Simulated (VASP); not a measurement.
# HC12 (a cell with a defect) in VASP: a series of runs

Runs on HC12 (a cell with a defect). Level: LDA. Tasks: single point.

All numbers are computed with VASP 6.6.1; they aren't measurements. Logs are shortened: lines on timing, memory, paths and dates and some standing lists are left out, and cuts for length are marked.

### 1 The cell of the first run

The cell holds a defect, 13 atoms: a = 4.325 Å, b = 4.325 Å, c = 4.325 Å, α = 80.41°, β = 70.53°, γ = 60.00°.

### 2 Single point, LDA

The input, INCAR:

```
PREC = Accurate
ENCUT = 520
EDIFF = 1E-6
ISMEAR = 0
SIGMA = 0.05
LREAL = F
LASPH = T
NELM = 80
ALGO = Normal
ISIF = 2
LWAVE = F
LCHARG = T
LELF = T
LVHAR = T
NBANDS = 36
NELECT = 48.0
```

The input, KPOINTS:

```
regular mesh
0
Gamma
  6 6 6
```

The input, POSCAR:

```
HC12
1.0
    1.7657489870     -3.5314979740     -1.7657489870
    3.5314979740     -1.7657489870      1.7657489870
   -1.7657489870     -3.5314979740      1.7657489870
C H
12 1
Direct
    0.2500000000      1.0000000000      0.2500000000
    0.0833333333      0.3333333333      0.7500000000
    0.9166666667      0.6666666667      0.2500000000
    0.7500000000      1.0000000000      0.7500000000
    0.5833333333      0.3333333333      0.2500000000
    0.4166666667      0.6666666667      0.7500000000
    0.9583333333      0.3333333333      0.1250000000
    0.7916666667      0.6666666667      0.6250000000
    0.6250000000      1.0000000000      0.1250000000
    0.4583333333      0.3333333333      0.6250000000
    0.2916666667      0.6666666667      0.1250000000
    0.1250000000      1.0000000000      0.6250000000
    1.2361111111      0.4444444444      0.2916666667
```

Potentials or basis: VASP PAW LDA potentials, release 64 (C, H).

On the command line:

```sh
$ cat potpaw_LDA.64/C/POTCAR potpaw_LDA.64/H/POTCAR > POTCAR
$ mpirun -np 1 vasp_std > vasp.out
```

OUTCAR:

```text
PREC = Accurate
   ENCUT = 520
   EDIFF = 1E-6
   ISMEAR = 0
   LREAL = F
   LASPH = T
   NELM = 80
   ISIF = 2
   NELECT = 48.0

 ion  position               nearest neighbor table
   1  0.250  0.000  0.250-  11 1.53   9 1.53   7 1.53  12 1.53
   2  0.083  0.333  0.750-  12 1.53   8 1.53  10 1.53   7 1.53
   3  0.917  0.667  0.250-  13 1.28   9 1.53  11 1.53   8 1.53   7 1.53
   4  0.750  0.000  0.750-   8 1.53   9 1.53  10 1.53  12 1.53
   5  0.583  0.333  0.250-  13 1.28   9 1.53  10 1.53  11 1.53   7 1.53
   6  0.417  0.667  0.750-   8 1.53  11 1.53  12 1.53  10 1.53
   7  0.958  0.333  0.125-   1 1.53   2 1.53   5 1.53   3 1.53
   8  0.792  0.667  0.625-   4 1.53   3 1.53   2 1.53   6 1.53
   9  0.625  0.000  0.125-   5 1.53   3 1.53   4 1.53   1 1.53
  10  0.458  0.333  0.625-   2 1.53   4 1.53   5 1.53   6 1.53
  11  0.292  0.667  0.125-  13 1.18   1 1.53   5 1.53   6 1.53   3 1.53
  12  0.125  0.000  0.625-   2 1.53   1 1.53   4 1.53   6 1.53
  13  0.236  0.444  0.292-  11 1.18   5 1.28   3 1.28

  LATTYP: Found a base centered monoclinic cell.
 ALAT       =     4.3251840320
 B/A-ratio  =     1.7320508076
 C/A-ratio  =     1.0000000000
 COS(beta)  =    -0.3333333333

  Lattice vectors:

 A1 = (   1.7657489870,   1.7657489870,   3.5314979740)
 A2 = (  -3.5314979740,   1.7657489870,  -1.7657489870)
 A3 = (  -1.7657489870,  -3.5314979740,   1.7657489870)

Analysis of symmetry for initial positions (statically):
=====================================================================
 Subroutine PRICEL returns:
 Original cell was already a primitive cell.

 Routine SETGRP: Setting up the symmetry group for a
 base centered monoclinic supercell.

 Subroutine GETGRP returns: Found  1 space group operations
 (whereof  1 operations were pure point group operations)
 out of a pool of  4 trial point group operations.

The static configuration has the point symmetry C_1 .

Analysis of symmetry for dynamics (positions and initial velocities):
=====================================================================
 Subroutine PRICEL returns:
 Original cell was already a primitive cell.

 Routine SETGRP: Setting up the symmetry group for a
 base centered monoclinic supercell.

 Subroutine GETGRP returns: Found  1 space group operations
 (whereof  1 operations were pure point group operations)
 out of a pool of  4 trial point group operations.

The dynamic configuration has the point symmetry C_1 .

 Subroutine INISYM returns: Found  1 space group operations
 (whereof  1 operations are pure point group operations),
 and found     1 'primitive' translations

----------------------------------------------------------------------------------------

                                     Primitive cell

  volume of cell :      66.0645

  direct lattice vectors                    reciprocal lattice vectors
     1.765748987 -3.531497974 -1.765748987     0.047194326 -0.141582978 -0.235971630
     3.531497974 -1.765748987  1.765748987     0.188777304  0.000000000  0.188777304
    -1.765748987 -3.531497974  1.765748987    -0.141582978 -0.141582978  0.141582978

  length of vectors
     4.325184032  4.325184032  4.325184032     0.279205398  0.266971424  0.245228911

  position of ions in fractional coordinates (direct lattice)
     0.250000000  0.000000000  0.250000000
     0.083333333  0.333333333  0.750000000
     0.916666667  0.666666667  0.250000000
     0.750000000  0.000000000  0.750000000
     0.583333333  0.333333333  0.250000000
     0.416666667  0.666666667  0.750000000
     0.958333333  0.333333333  0.125000000
     0.791666667  0.666666667  0.625000000
     0.625000000  0.000000000  0.125000000
     0.458333333  0.333333333  0.625000000
     0.291666667  0.666666667  0.125000000
     0.125000000  0.000000000  0.625000000
     0.236111111  0.444444444  0.291666667

  ion indices of the primitive-cell ions
   primitive index   ion index
                 1           1
                 2           2
                 3           3
                 4           4
                 5           5
                 6           6
                 7           7
                 8           8
                 9           9
                10          10
                11          11
                12          12
                13          13

----------------------------------------------------------------------------------------

 KPOINTS: regular mesh

Automatic generation of k-mesh.
 Grid dimensions read from file:
 generate k-points for:    6    6    6

 Generating k-lattice:

  Cartesian coordinates                     Fractional coordinates (reciprocal lattice)
     0.007865721 -0.023597163 -0.039328605     0.166666667 -0.000000000 -0.000000000
     0.031462884  0.000000000  0.031462884     0.000000000  0.166666667  0.000000000
    -0.023597163 -0.023597163  0.023597163     0.000000000  0.000000000  0.166666667

  Length of vectors
     0.046534233  0.044495237  0.040871485

  Shift w.r.t. Gamma in fractional coordinates (k-lattice)
     0.000000000  0.000000000  0.000000000

 Subroutine IBZKPT returns following result:
 ===========================================

 Found    112 irreducible k-points:

 Following reciprocal coordinates:
            Coordinates               Weight
  0.000000  0.000000  0.000000      1.000000
  0.166667  0.000000  0.000000      2.000000
 -0.166667 -0.166667 -0.000000      2.000000
  0.333333 -0.000000  0.000000      2.000000
 -0.333333 -0.333333 -0.000000      2.000000
  0.500000 -0.000000  0.000000      1.000000
[... 16 lines left out ...]
 -0.166667 -0.166667 -0.166667      2.000000
  0.333333 -0.000000  0.166667      2.000000
 [... further k-points ...]
   k-points           NKPTS =    112   k-points in BZ     NKDIM =    112   number of bands    NBANDS=     36
   number of dos      NEDOS =    301   number of ions     NIONS =     13
   total plane-waves  NPLWV =  32768
   dimension x,y,z NGX =    32 NGY =   32 NGZ =   32
   dimension x,y,z NGXF=    64 NGYF=   64 NGZF=   64
   ions per type =              12   1
   NGX,Y,Z   is equivalent  to a cutoff of  12.30, 12.30, 12.30 a.u.
   NGXF,Y,Z  is equivalent  to a cutoff of  24.60, 24.60, 24.60 a.u.
 SYSTEM =  unknown system
   PREC   = accura    normal or accurate (medium, high low for compatibility)
   ISTART =      0    job   : 0-new  1-cont  2-samecut
   ICHARG =      2    charge: 1-file 2-atom 10-const
   ISPIN  =      1    spin polarized calculation?
   LNONCOLLINEAR =      F non collinear calculations
   LSORBIT =      F    spin-orbit coupling
   LASPH  =      T    aspherical Exc in radial PAW
   ENCUT  =  520.0 eV  38.22 Ry    6.18 a.u.   8.04  8.04  8.04*2*pi/ulx,y,z
   NELM   =     80;   NELMIN=  2; NELMDL= -5     # of ELM steps
   EDIFF  = 0.1E-05   stopping-criterion for ELM
   LREAL  =      F    real-space projection
   EDIFFG = 0.1E-04   stopping-criterion for IOM
   NSW    =      0    number of steps for IOM
   IBRION =     -1    ionic relax: 0-MD 1-quasi-New 2-CG
   NFREE  =      0    steps in history (QN), initial steepest desc. (CG)
   ISIF   =      2    stress and relaxation
   ISYM   =      2    0-nonsym 1-usesym 2-fastsym
   POTIM  = 0.5000    time-step for ionic-motion
   TEBEG  =    0.0;   TEEND  =   0.0 temperature during run
   PSTRESS=    0.0 pullay stress
   NELECT =      48.0000    total number of electrons
   NUPDOWN=      -1.0000    fix difference up-down
   EMIN   =  10.00;   EMAX   =-10.00  energy-range for DOS
   EFERMI =   0.00;   METHOD = LEGACY
   ISMEAR =     0;   SIGMA  =   0.05  broadening in eV -4-tet -1-fermi 0-gaus
   EFERMI_NEDOS =   21; number of points for ismear=-14 and -15
   IALGO  =     38    algorithm
   IMIX   =      4    mixing-type and parameters
     AMIX     =   0.40;   BMIX     =  1.00
     AMIX_MAG =   1.60;   BMIX_MAG =  1.00
  volume/ion in A,a.u.               =       5.08        34.29
  Fermi-wavevector in a.u.,A,eV,Ry     =   1.471745  2.781195 29.470667  2.166033
  Thomas-Fermi vector in A             =   2.586844
   LORBIT       =      0    0 simple, 1 ext, 2 COOP (PROOUT), +10 PAW based schemes
   GGA     = CA    functional components
   LHFCALC =     F    Hartree Fock is set to
   AEXX    =    0.0000 exact exchange contribution
   IVDW    =     0    specifies the selected vdW correction
   LEPSILON=     F    determine dielectric tensor
   LRPA    =     F    only Hartree local field effects (RPA)
 non-spin polarized calculation
 Gauss-broadening in eV      SIGMA  =   0.05
  energy-cutoff  :      520.00
  volume of cell :       66.06
 maximum number of plane-waves:      1807
   NGX = 17   NGY = 17   NGZ = 17

 number of electron      47.9999999 magnetization

 Free energy of the ion-electron system (eV)
  ---------------------------------------------------
  ext. energy  EPLUGINS =         0.00000000
  ---------------------------------------------------
  free energy    TOTEN  =      -131.66906966 eV

  energy without entropy =     -131.66906966  energy(sigma->0) =     -131.66906966

 E-fermi :  10.6129     XC(G=0): -13.6578

 val. band max:       10.3823631532   @ k =   0.0000   0.0000   0.0000
 cond. band min:      12.8834523863   @ k =  -0.3333   0.3333   0.3333
 fundamental gap:      2.5010892330
 Fermi energy:        10.6128851014

 k-point     1 :       0.0000    0.0000    0.0000
  band No.  band energies     occupation
      1     -12.0869      2.00000
      2      -6.5219      2.00000
      3      -4.5586      2.00000
      4      -4.0788      2.00000
      5      -3.7409      2.00000
      6      -3.4423      2.00000
[... 28 lines left out ...]
     35      20.2973      0.00000
     36      20.6838      0.00000
[... 866 lines left out ...]
      6      -4.3282      2.00000
[... 28 lines left out ...]
     35      19.8576      0.00000
     36      20.4994      0.00000

 [... further k-points ...]

------------------------ aborting loop because EDIFF is reached ----------------------------------------

  FORCE on cell =-STRESS in cart. coord.  units (eV):
  Direction    XX          YY          ZZ          XY          YZ          ZX
  --------------------------------------------------------------------------------------
  -------------------------------------------------------------------------------------
  Total       -7.8551517     -6.9838951     -6.9872688     -0.0726005      2.1171374      0.0834062
  in kB     -190.5008928   -169.3714261   -169.4532457     -1.7606864     51.3442120      2.0227427
  external PRESSURE =    -176.4418549 kB  Pullay stress =       0.0000000 kB

 VOLUME and BASIS-vectors are now :
 -----------------------------------------------------------------------------
  energy-cutoff  :      520.00
  volume of cell :       66.06
      direct lattice vectors                 reciprocal lattice vectors
     1.765748987 -3.531497974 -1.765748987     0.047194326 -0.141582978 -0.235971630
     3.531497974 -1.765748987  1.765748987     0.188777304  0.000000000  0.188777304
    -1.765748987 -3.531497974  1.765748987    -0.141582978 -0.141582978  0.141582978

 POSITION                                       TOTAL-FORCE (eV/Angst)
 -----------------------------------------------------------------------------------
      0.00000     -1.76575      0.00000        -1.080574     -0.252018      0.169251
     -0.00000     -3.53150      1.76575        -0.249202     -0.048571      0.083555
      3.53150     -5.29725     -0.00000        -0.781664      2.110619      2.417866
      0.00000     -5.29725      0.00000         0.269535      0.118918     -0.221263
      1.76575     -3.53150      0.00000        -0.763579     -2.396951     -2.049636
      1.76575     -5.29725      1.76575        -0.029549      0.522485     -0.462423
      2.64862     -4.41437     -0.88287         0.271214      0.910565     -0.390256
      2.64862     -6.18012      0.88287        -0.535960     -0.440016      0.894509
      0.88287     -2.64862     -0.88287         0.259503      0.467173     -0.921407
      0.88287     -4.41437      0.88287        -0.484960     -0.782706      0.258039
      2.64862     -2.64862      0.88287         4.153499      0.149705     -0.194023
     -0.88287     -2.64862      0.88287        -0.348584     -0.233443      0.308526
      1.47146     -2.64862      0.88287        -0.679678     -0.125758      0.107263
 -----------------------------------------------------------------------------------
    total drift:                               -0.000099      0.000017      0.000008

  FREE ENERGIE OF THE ION-ELECTRON SYSTEM (eV)
  ---------------------------------------------------
  free  energy   TOTEN  =      -131.6690696582 eV

  energy  without entropy=     -131.6690696582  energy(sigma->0) =     -131.66906966
```

Run time: 4.4 min. Hardware: 1 thread of Intel Xeon 8259CL, shared host; peak memory 0.28 GiB.

Results:

* Free energy: -131.6691 eV
* Largest force: 4.161 eV/Å

Forces on the atoms (eV/Å):
```
C   -1.081 -0.252  0.169
C   -0.249 -0.049  0.084
C   -0.782  2.111  2.418
C    0.270  0.119 -0.221
C   -0.764 -2.397 -2.050
C   -0.030  0.522 -0.462
C    0.271  0.911 -0.390
C   -0.536 -0.440  0.895
C    0.260  0.467 -0.921
C   -0.485 -0.783  0.258
C    4.153  0.150 -0.194
C   -0.349 -0.233  0.309
H   -0.680 -0.126  0.107
```

Caveat: the cell carries a net charge on a neutralising background, which shifts energy and pressure; the cell is charged against a uniform background, so pressure and absolute levels hang on convention.

### 3 Single point, LDA

The input, INCAR:

```
SYSTEM = HC12
ALGO = Normal
EDIFF = 1E-6
ENCUT = 520
ISIF = 2
ISMEAR = 0
LASPH = .True.
LCHARG = .False.
LREAL = .False.
LWAVE = .False.
NBANDS = 36
NELECT = 48.0
NELM = 60
PREC = Accurate
SIGMA = 0.05
```

The input, KPOINTS:

```
k-points
0
Gamma
  6 6 6
  0 0 0
```

Edit POSCAR of step 2 so:

```diff
@@ -20,2 +20,2 @@
     0.1250000000      1.0000000000      0.6250000000
-    1.2361111111      0.4444444444      0.2916666667
+    1.0416666667      0.1666666667      0.3750000000
```

Potentials or basis: VASP PAW LDA potentials, release 64 (C, H).

On the command line:

```sh
$ cat potpaw_LDA.64/C/POTCAR potpaw_LDA.64/H/POTCAR > POTCAR
$ mpirun -np 1 vasp_std > vasp.out
```

It took 4.4 min on 1 thread of Intel Xeon 8259CL, shared host; peak memory 0.28 GiB.

The run converged. Its results:

```
Free energy   : -130.0829 eV
Largest force : 17.668 eV/Å
```

Forces on the atoms (eV/Å):
```
C     0.010  -0.001 -17.668
C     0.144  -0.440  -0.397
C     0.067  -0.192   0.192
C    -0.377   0.423   0.200
C    -0.134   0.131   0.268
C     0.291   0.041  -0.408
C     3.052   3.243   1.077
C    -0.092  -0.175   0.364
C     0.435  -0.298   0.062
C    -0.109  -0.043   0.245
C    -0.045   0.519   0.303
C    -3.210  -3.176   1.302
H    -0.033  -0.033  14.458
```

Levels at points of the mesh, in eV from the Fermi level:
| k point | band 20 | band 21 | band 22 | band 23 | band 24 | band 25 | band 26 | band 27 | band 28 | band 29 |
| --- | --- | --- | --- | --- | --- | --- | --- | --- | --- | --- |
| (0.00, 0.00, 0.00) | -3.53 | -3.18 | -0.55 | -0.51 | -0.27 | 4.38 | 5.01 | 5.15 | 5.69 | 6.32 |
| (0.50, 0.00, 0.00) | -5.18 | -4.75 | -4.40 | -2.80 | -2.13 | 4.64 | 5.46 | 5.98 | 6.74 | 7.93 |
| (0.50, 0.50, 0.00) | -5.11 | -4.74 | -4.41 | -2.93 | -2.19 | 5.18 | 5.79 | 6.10 | 6.66 | 7.01 |
| (0.00, 0.50, 0.00) | -5.23 | -3.39 | -3.22 | -2.09 | -1.56 | 4.21 | 4.30 | 5.59 | 7.47 | 7.53 |
| (0.00, 0.00, 0.50) | -5.39 | -2.90 | -2.27 | -1.92 | -1.91 | 4.82 | 6.25 | 6.92 | 7.09 | 7.28 |
| (0.50, 0.00, 0.50) | -4.06 | -3.81 | -3.72 | -3.20 | -3.14 | 4.19 | 4.30 | 5.27 | 5.60 | 5.86 |
| (0.50, 0.50, 0.50) | -4.17 | -3.99 | -3.72 | -3.20 | -3.09 | 3.29 | 4.50 | 5.37 | 5.86 | 7.08 |
| (0.00, 0.50, 0.50) | -5.15 | -4.57 | -4.41 | -4.25 | -4.13 | 4.34 | 5.25 | 5.82 | 6.06 | 6.18 |

Caveat: the cell carries a net charge on a neutralising background, which shifts energy and pressure; the cell is charged against a uniform background, so pressure and absolute levels hang on convention.

### 4 Single point, LDA

The input, INCAR:

```
PREC     = Accurate       # precision mode
ENCUT    = 520            # plane-wave cutoff, eV
EDIFF    = 1E-6           # SCF threshold, eV
ISMEAR   = 0              # smearing method
SIGMA    = 0.05           # smearing width, eV
LREAL    = False          # projectors in reciprocal space
LASPH    = True           # aspherical terms in the spheres
NELM     = 60             # most SCF steps
ALGO     = Normal         # electronic algorithm
ISIF     = 2              # what is computed and relaxed
LWAVE    = False          # write WAVECAR
LCHARG   = True           # write CHGCAR
GGA      = CA             # functional
LELF     = True           # ELF
LVHAR    = True         
NBANDS   = 36             # bands
NELECT   = 48.0
```

The input, KPOINTS:

```
Automatic mesh
0
Gamma
  6 6 6
```

Edit POSCAR of step 3 so:

```diff
@@ -20,2 +20,2 @@
     0.1250000000      1.0000000000      0.6250000000
-    1.0416666667      0.1666666667      0.3750000000
+    1.1805555556      0.3888888889      0.2916666667
```

On the command line:

```sh
$ cat potpaw_LDA.64/C/POTCAR potpaw_LDA.64/H/POTCAR > POTCAR
$ mpirun -np 1 vasp_std > vasp.out
```

Run time: 5.2 min. Hardware: 1 thread of Intel Xeon 8259CL, shared host; peak memory 0.28 GiB.

Results (log left out):

| Item | Value |
| --- | --- |
| Free energy | -131.5368 eV |
| Largest force | 2.438 eV/Å |

Forces in eV/Å, atoms in the order of the input:
```
C   -1.441 -0.181 -0.419
C   -0.041 -0.358  0.040
C    0.475  0.516  2.335
C    0.225  0.159 -0.213
C   -0.162 -1.467 -0.436
C    0.058  0.442 -0.232
C   -0.346  1.912 -0.674
C   -0.563 -0.592  1.150
C    0.456  0.510 -0.965
C   -0.225 -0.471  0.175
C    1.922 -0.382 -0.710
C   -0.587 -0.306  0.299
H    0.229  0.218 -0.350
```

Levels at points of the mesh, in eV from the Fermi level:
| k point | band 21 | band 22 | band 23 | band 24 | band 25 | band 26 | band 27 | band 28 |
| --- | --- | --- | --- | --- | --- | --- | --- | --- |
| (0.00, 0.00, 0.00) | -3.24 | -0.27 | -0.24 | -0.23 | 3.49 | 5.17 | 5.24 | 5.47 |
| (0.50, 0.00, 0.00) | -4.59 | -4.52 | -2.39 | -2.18 | 2.76 | 6.13 | 6.29 | 6.47 |
| (0.50, 0.50, 0.00) | -4.61 | -4.44 | -2.37 | -2.24 | 2.73 | 6.07 | 6.30 | 6.41 |
| (0.00, 0.50, 0.00) | -3.16 | -3.12 | -1.76 | -1.55 | 2.11 | 4.46 | 6.29 | 7.19 |
| (0.00, 0.00, 0.50) | -2.61 | -2.55 | -1.67 | -1.64 | 4.01 | 6.61 | 6.86 | 7.10 |
| (0.50, 0.00, 0.50) | -3.76 | -3.69 | -3.11 | -3.10 | 1.88 | 4.46 | 5.43 | 5.84 |
| (0.50, 0.50, 0.50) | -3.78 | -3.66 | -3.10 | -3.09 | 1.89 | 4.43 | 5.37 | 5.67 |
| (0.00, 0.50, 0.50) | -4.73 | -4.52 | -4.11 | -4.06 | 2.44 | 5.72 | 5.98 | 6.21 |

Caveat: the cell carries a net charge on a neutralising background, which shifts energy and pressure; the cell is charged against a uniform background, so pressure and absolute levels hang on convention.

(Part 1 of 2 ends here.)
